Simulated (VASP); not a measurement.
Ti: single point with PBEsol

The system is Ti.

```
CELL_PARAMETERS angstrom
2.90041 0.00000 0.00000
-1.45020 2.51183 0.00000
0.00000 0.00000 4.59118
ATOMIC_POSITIONS crystal
Ti 0.33333 0.66667 0.25000
Ti 0.66667 0.33333 0.75000
```

| Item | Value |
| --- | --- |
| Program | VASP 6.6.1 |
| Task | single point |
| Functional | PBEsol |
| Potentials or basis | VASP PAW PBE potentials, release 64 (Ti_sv) |
| Cutoff | 500 eV |
| k mesh | 20 × 20 × 11 |
| Occupations | fermi-dirac, width 0.05 eV |
| Spin | no spin polarisation |

The pressure is -0.3 GPa and the band gap on the k mesh is zero (bands 12 and 13 overlap by 1.09 eV).

Levels at points of the mesh, in eV from the Fermi level:
```
           k point  band 8  band 9  band 10  band 11  band 12  band 13  band 14  band 15  band 16  band 17
(0.00, 0.00, 0.00)  -32.46   -6.30    -2.79     0.79     0.79     0.89     0.92     1.32     1.32     1.68
(0.50, 0.00, 0.00)  -32.54   -2.41    -2.28    -1.96    -0.59     0.47     0.65     1.23     3.51     3.75
```

Wall time 55 s on 1 thread of Intel(R) Xeon(R) 6975P-C (Granite Rapids), with other jobs on the host, peak memory 0.24 GiB.

Caveat: the PAW data sets were made with another functional, which shifts forces and pressure a little.
